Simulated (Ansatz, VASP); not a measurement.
# One calculation of Ru, two programs

```xyz
2
Lattice="2.6930 0.0000 0.0000 -1.3465 2.3322 0.0000 0.0000 0.0000 4.2366" Properties=species:S:1:pos:R:3 pbc="T T T"
Ru    0.0000    1.5548    1.0591
Ru    1.3465    0.7774    3.1774
```

Alike in both runs: functional revPBE; dispersion D3(BJ); k mesh 10 × 10 × 6; occupations fermi-dirac, width 0.1 eV; no spin polarisation.

Ansatz relaxed the structure, and its values are those at the end. VASP's run is a single point on that final structure, the one shown.

```csv
,VASP,Ansatz
version,VASP 6.6.1,Ansatz 0.2.0
potentials or method,"VASP PAW PBE potentials, release 64 (Ru_pv)","plane waves, PAW"
plane-wave cutoff (eV),520,420
valence electrons in the cell,28,32
```

```csv
,VASP,Ansatz,Ansatz less VASP
pressure (GPa),0.0,0.0,+0.04
```

VASP's potentials were made for PBE, not for revPBE. VASP's potentials hold 28 valence electrons a cell and Ansatz's 32, so a difference there can come from the potentials and not from the codes.
